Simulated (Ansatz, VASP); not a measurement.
**One calculation of MnO, two programs**

File INCAR:

```
  ALGO = Normal
  EDIFF = 1E-7
  EDIFFG = -0.01
  ENCUT = 520
  GGA = PE
  GGA_COMPAT = False
  IBRION = 2
  ISIF = 2
  ISMEAR = -1
  ISPIN = 2
  LASPH = True
  LCHARG = False
  LDAU = True
  LDAUJ = 0 0
  LDAUL = 2 -1
  LDAUPRINT = 1
  LDAUTYPE = 2
  LDAUU = 5 0
  LMAXMIX = 4
  LORBIT = 11
  LREAL = False
  LWAVE = False
  MAGMOM = 4.5 -4.5 0 0
  NELM = 200
  NELMIN = 4
  NSW = 50
  PREC = Accurate
  SIGMA = 0.1
```

The input KPOINTS:

```
k-points
0
Gamma
  2 2 2
```

The input POSCAR:

```
MnO
1.0
    4.4510000000      2.2255000000      2.2255000000
    2.2255000000      4.4510000000      2.2255000000
    2.2255000000      2.2255000000      4.4510000000
Mn O
2 2
Direct
    0.0000000000      0.0000000000      0.0000000000
    0.5000000000      0.5000000000      0.5000000000
    0.2515000000      0.2508000000      0.2499000000
    0.7500000000      0.7516000000      0.7501000000
```

Input for Ansatz:

```yaml
crystal:
  lattice:
    - [4.451, 2.2255, 2.2255]
    - [2.2255, 4.451, 2.2255]
    - [2.2255, 2.2255, 4.451]
  atoms:
    - { symbol: Mn, position: [0, 0, 0], spin: 4.5 }
    - { symbol: Mn, position: [0.5, 0.5, 0.5], spin: -4.5 }
    - { symbol: O, position: [0.2515, 0.2508, 0.2499] }
    - { symbol: O, position: [0.75, 0.7516, 0.7501] }
kpoints:
  mp_grid: { grid: [2, 2, 2], shift: [0, 0, 0] }
hamiltonian:
  xc: pbe
  pseudopotentials: { kind: nc }
  hubbard: { sites: [{ species: Mn, l: d, u_eff: 5.0 }] }
magnetization:
  spin_polarized: true
relax:
  max_steps: 30
scf:
  occupations: { method: fermi_dirac, width: 0.1 }
```

Alike in both runs: task relaxation of the atoms; functional PBE; k mesh 2 × 2 × 2; occupations fermi-dirac, width 0.1 eV; collinear spin; Hubbard terms Mn d U = 5.0 eV.

```csv
,VASP,Ansatz
version,VASP 6.6.1,Ansatz development build ahead of 0.2.0
potentials or method,"VASP PAW PBE potentials, release 64 (Mn_pv, O)","plane waves, scalar-relativistic"
plane-wave cutoff (eV),520,1306
```

```tsv
	VASP	Ansatz	Ansatz less VASP
net moment per atom (μB)	0.00	0.00	0.000
size of the moment on the site where the two differ most (μB)	4.60	4.26	-0.342
```

Site moments also hang on the region over which each program counts them. The programs project onto different local orbitals, so the same U acts differently, and such runs can settle in different states.

The k mesh is coarse, so the values compare programs but aren't converged.
